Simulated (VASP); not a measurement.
Input of a VASP 6.6.1 run:

INCAR

```
SYSTEM = MgS
PREC = Accurate
ENCUT = 600
EDIFF = 1E-6
ISMEAR = 0
SIGMA = 0.02
LREAL = .False.
LASPH = .True.
NELM = 200
ALGO = Normal
ISIF = 2
LWAVE = .False.
LCHARG = .False.
MAGMOM = 0 0 0 0 0 0
LORBIT = 11
LSORBIT = .True.
GGA_COMPAT = .False.
LORBMOM = .True.
GGA = PE
NBANDS = 20
```

The input KPOINTS:

```
regular mesh
0
Gamma
  8 8 8
  0 0 0
```

File POSCAR:

```
MgS
1.0
    0.0000000000      2.5946392883      2.5946392883
    2.5946392883      0.0000000000      2.5946392883
    2.5946392883      2.5946392883      0.0000000000
Mg S
1 1
Direct
    0.0000000000      0.0000000000      0.0000000000
    0.5000000000      0.5000000000      0.5000000000
```

Potentials or basis: VASP PAW PBE potentials, release 64 (Mg, S).

The run is started by

```console
$ cat potpaw_PBE.64/Mg/POTCAR potpaw_PBE.64/S/POTCAR > POTCAR
$ mpirun -np 1 vasp_ncl > vasp.out
```

Predict the pressure.

1.5 GPa.

What does it give for the net moment?

0.00 μB per cell.

Moments on the atoms (μB; x, y, z):
```
Mg  0.00 0.00 0.00
S   0.00 0.00 0.00
```
